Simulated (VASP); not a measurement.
Runs of VASP 6.6.1 on Mg. The structure is that of space group P6/mmm (No. 191), or close to it. The cells are those of the table. 

```csv
task,cell,k mesh,cutoff (eV),gap on the mesh (eV),pressure (GPa)
single point,"a = 5.073, b = 5.073, c = 3.074 Å, angles 90.0, 90.0, 120.0°, 3 atoms",8 × 8 × 12,520,none,-0.1
single point,"a = 5.140, b = 5.140, c = 3.114 Å, angles 90.0, 90.0, 120.0°, 3 atoms",8 × 8 × 12,520,none,(a)
single point,"a = 4.934, b = 4.934, c = 2.989 Å, angles 90.0, 90.0, 120.0°, 3 atoms",8 × 8 × 12,520,none,(b)
single point,"a = 5.073, b = 5.073, c = 3.074 Å, angles 90.0, 90.0, 120.0°, 3 atoms",10 × 10 × 14,520,none,-0.1
single point,"a = 5.205, b = 5.205, c = 3.154 Å, angles 90.0, 90.0, 120.0°, 3 atoms",8 × 8 × 12,520,none,-2.4
single point,"a = 5.073, b = 5.073, c = 3.074 Å, angles 90.0, 90.0, 120.0°, 3 atoms",7 × 7 × 10,520,none,0.0
single point,"a = 5.005, b = 5.005, c = 3.032 Å, angles 90.0, 90.0, 120.0°, 3 atoms",8 × 8 × 12,520,none,1.5
single point,"a = 5.269, b = 5.269, c = 3.192 Å, angles 90.0, 90.0, 120.0°, 3 atoms",8 × 8 × 12,520,none,-3.3
relaxation of cell and atoms,"relaxed from a = 5.083, b = 5.083, c = 3.116 Å, angles 90.0, 90.0, 120.0°, 3 atoms",7 × 7 × 10,600,none,0.0
single point,"a = 4.862, b = 4.862, c = 2.945 Å, angles 90.0, 90.0, 120.0°, 3 atoms",8 × 8 × 12,520,none,5.8
```

Alike in all rows: level PBEsol; potentials or basis VASP PAW PBE potentials, release 64 (Mg); no spin polarisation; smearing fermi-dirac 0.1 eV.

**Question.** Fill in the values left out.

**Answer.** (a) -1.4; (b) 3.4.

Caveats: the PAW data sets were made with another functional, which shifts forces and pressure a little.

A gap of «none» marks levels without a gap at the run's occupations.
